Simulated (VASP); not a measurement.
Crystal: MnSb.

```xyz
2
Lattice="0.0000 2.7950 2.7950 2.7950 0.0000 2.7950 2.7950 2.7950 0.0000" Properties=species:S:1:pos:R:3 pbc="T T T"
Sb    2.7950    2.7950    2.7950
Mn    0.0000    0.0000    0.0000
```

Base run:

* Program: VASP 6.6.1
* Functional: PBE
* Potentials or basis: VASP PAW PBE potentials, release 64 (Sb_d_GW, Mn_sv)
* Cutoff: 680 eV
* k mesh: 7 × 7 × 7
* Occupations: fermi-dirac, width 0.05 eV
* Spin: collinear spin, ferromagnetic start
* Starting moments: [0.0, 2.0] μB
* Fixed moment: 2 μB

Its results: pressure -9.5 GPa; site moments Sb -0.23; Mn +2.22 μB.

Task: After a change of settings the same cell gave: pressure -12.1 GPa; site moments Sb -0.15; Mn +1.20 μB. Which change was it?
A. fixed moment from 2 μB to 5 μB; moments at the start from [0.0, 2.0] to [0.0, 5.0]
B. fixed moment from 2 μB to 4 μB; moments at the start from [0.0, 2.0] to [0.0, 4.0]
C. fixed moment from 2 μB to 3 μB; moments at the start from [0.0, 2.0] to [0.0, 3.0]
D. fixed moment from 2 μB to 1 μB; moments at the start from [0.0, 2.0] to [0.0, 1.0]

Result: D.

Caveats: the cell stands under tension; the total moment is fixed, so each spin has its own Fermi level and the state may be an excited one; a cell with one magnetic atom can't hold antiferromagnetic order, which such compounds often take.
